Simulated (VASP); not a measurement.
Set up this calculation in VASP 6.6.1, as the native input.

- Task: single point
- Functional: r2SCAN
- Potentials or basis: VASP PAW PBE potentials, release 64 (Ba_sv, Ag, As)
- Cutoff: 520 eV
- k mesh: 10 × 10 × 10
- Occupations: fermi-dirac, width 0.1 eV
- Spin: no spin polarisation
- Dipole correction: no
- Further INCAR settings: ALGO = Normal; EDIFF = 1e-06; NBANDS = 29

Crystal: BaAg2As2.

```
CELL_PARAMETERS angstrom
-2.31522 2.31522 5.70698
2.31522 -2.31522 5.70698
2.31522 2.31522 -5.70698
ATOMIC_POSITIONS crystal
Ba 0.00000 0.00000 0.00000
Ag 0.75000 0.25000 0.50000
Ag 0.25000 0.75000 0.50000
As 0.38453 0.38453 0.00000
As 0.61547 0.61547 0.00000
```

These files were run (other wordings do the same):

POSCAR

```
BaAg2As2
1.0
   -2.3152151800      2.3152151800      5.7069768200
    2.3152151800     -2.3152151800      5.7069768200
    2.3152151800      2.3152151800     -5.7069768200
Ba Ag As
1 2 2
Direct
    0.0000000000      0.0000000000      0.0000000000
    0.7500000000      0.2500000000      0.5000000000
    0.2500000000      0.7500000000      0.5000000000
    0.3845306924      0.3845306924      0.0000000000
    0.6154693076      0.6154693076      0.0000000000
```

INCAR.step1

```
SYSTEM = BaAg2As2
PREC     = Accurate       ! precision mode
ENCUT    = 520            ! plane-wave cutoff, eV
ISMEAR   = -1             ! smearing method
SIGMA    = 0.1            ! smearing width, eV
LREAL    = .False.        ! projectors in reciprocal space
LASPH    = .True.         ! aspherical terms in the spheres
NELM     = 60             ! most SCF steps
NBANDS   = 29             ! bands
GGA      = PE             ! functional
ALGO     = Normal         ! electronic algorithm
EDIFF    = 1E-4           ! SCF threshold, eV
LWAVE    = .True.         ! write WAVECAR
LCHARG   = .False.        ! write CHGCAR
```

INCAR.step2

```
SYSTEM = BaAg2As2
PREC     = Accurate       ! precision mode
ENCUT    = 520            ! plane-wave cutoff, eV
EDIFF    = 1E-6           ! SCF threshold, eV
ISMEAR   = -1             ! smearing method
SIGMA    = 0.1            ! smearing width, eV
LREAL    = .False.        ! projectors in reciprocal space
LASPH    = .True.         ! aspherical terms in the spheres
NELM     = 60             ! most SCF steps
ALGO     = Normal         ! electronic algorithm
ISIF     = 2              ! what is computed and relaxed
LWAVE    = .False.        ! write WAVECAR
LCHARG   = .True.         ! write CHGCAR
METAGGA  = R2SCAN         ! meta-GGA
LMIXTAU  = .True.       
LELF     = .True.         ! ELF
LVHAR    = .True.       
NBANDS   = 29             ! bands
ISTART   = 1
```

KPOINTS

```
Automatic mesh
0
Gamma
  10 10 10
  0 0 0
```

Potentials or basis: VASP PAW PBE potentials, release 64 (Ba_sv, Ag, As).

Command:

```console
$ cat potpaw_PBE.64/Ba_sv/POTCAR potpaw_PBE.64/Ag/POTCAR potpaw_PBE.64/As/POTCAR > POTCAR
$ cp INCAR.step1 INCAR
$ mpirun -np 1 vasp_std > vasp.out
$ cp INCAR.step2 INCAR
$ mpirun -np 1 vasp_std > vasp.out
```

Results of the run:

The pressure is -1.9 GPa. The largest force is 0.049 eV/Å and the band gap on the k mesh is zero (bands 21 and 22 overlap by 0.66 eV).

Caveat: the PAW data sets were made with another functional, which shifts forces and pressure a little; spin-orbit coupling is left out, which moves the levels of the heavy elements.

Wall time 16 min on 1 thread of Intel(R) Xeon(R) 6975P-C (Granite Rapids), with other jobs on the host, peak memory 0.63 GiB.
